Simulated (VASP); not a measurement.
BAs: single point with RPBE

The system is BAs.

```
As B
1.0
     0.00000    2.38850    2.38850
     2.38850    0.00000    2.38850
     2.38850    2.38850    0.00000
As B
1 1
Direct
  0.75000 0.75000 0.75000
  0.00000 0.00000 0.00000
```

```yaml
Program: VASP 6.6.1
Task: single point
Functional: RPBE
Potentials_or_basis: VASP PAW PBE potentials, release 64 (As, B)
Cutoff: 520 eV
k_mesh: 10 × 10 × 10
Occupations: gaussian, width 0.05 eV
Spin: no spin polarisation
Dipole_correction: no
Further_INCAR_settings: ALGO = Normal; EDIFF = 1e-06; NBANDS = 11
```

The pressure is 6.0 GPa and the band gap on the k mesh is 1.21 eV (least direct gap 3.28 eV).

Levels at points of the mesh, in eV from the valence-band top:
| k point | band 1 | band 2 | band 3 | band 4 | band 5 | band 6 | band 7 | band 8 |
| --- | --- | --- | --- | --- | --- | --- | --- | --- |
| (0.00, 0.00, 0.00) | -15.41 | 0.00 | 0.00 | 0.00 | 3.28 | 3.28 | 3.28 | 4.71 |
| (0.50, 0.00, 0.00) | -12.53 | -8.80 | -1.83 | -1.83 | 2.71 | 4.78 | 4.78 | 8.96 |
| (0.50, 0.50, 0.00) | -11.19 | -8.57 | -4.09 | -4.09 | 1.44 | 1.50 | 11.43 | 11.43 |

Wall time 29 s on 1 thread of Intel(R) Xeon(R) Platinum 8375C CPU @ 2.90GHz (Ice Lake), with other jobs on the host, peak memory 0.16 GiB.

Caveat: the cell stands under pressure; the PAW data sets were made with another functional, which shifts forces and pressure a little. A k mesh can miss the band edges.
